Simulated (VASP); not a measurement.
Here is a VASP 6.6.1 calculation.

Contents of POSCAR:

```
Re
1.0
    2.7603363493      0.0000000000      0.0000000000
   -1.3801681747      2.3905214015      0.0000000000
    0.0000000000      0.0000000000      4.3458034358
Re
2
Direct
    0.6666666667      0.3333333333      0.7500000000
    0.3333333333      0.6666666667      0.2500000000
```

The input INCAR.step1:

```
PREC = Accurate
ENCUT = 520
EDIFF = 1E-5
ISMEAR = -1
SIGMA = 0.05
LREAL = F
LASPH = T
NELM = 60
ALGO = Normal
ISIF = 2
LWAVE = T
LCHARG = F
NBANDS = 14
GGA = PE
```

INCAR.step2

```
PREC = Accurate
ENCUT = 520
EDIFF = 1E-6
ISMEAR = -1
SIGMA = 0.05
LREAL = F
LASPH = T
NELM = 60
ALGO = Normal
ISIF = 2
LWAVE = F
LCHARG = F
GGA = PS
LHFCALC = T
AEXX = 0.25
HFSCREEN = 0.207
PRECFOCK = Normal
NBANDS = 14
ISTART = 1
```

File KPOINTS:

```
regular mesh
0
Gamma
  6 6 3
```

Potentials or basis: VASP PAW PBE potentials, release 64 (Re).

The run is started by

```bash
$ cat potpaw_PBE.64/Re/POTCAR > POTCAR
$ cp INCAR.step1 INCAR
$ mpirun -np 1 vasp_std > vasp.out
$ cp INCAR.step2 INCAR
$ mpirun -np 1 vasp_std > vasp.out
```

(1) What does it give for the band gap on the k mesh?

(2) Predict the pressure.

## Answers

(1) zero (bands 7 and 8 overlap by 3.41 eV).

(2) -4.1 GPa.

Caveat: the k points lie up to 0.48 Å⁻¹ apart, too coarse for converged energies and pressures of a metal; the PAW data sets were made with another functional, which shifts forces and pressure a little; spin-orbit coupling is left out, which moves the levels of the heavy elements.
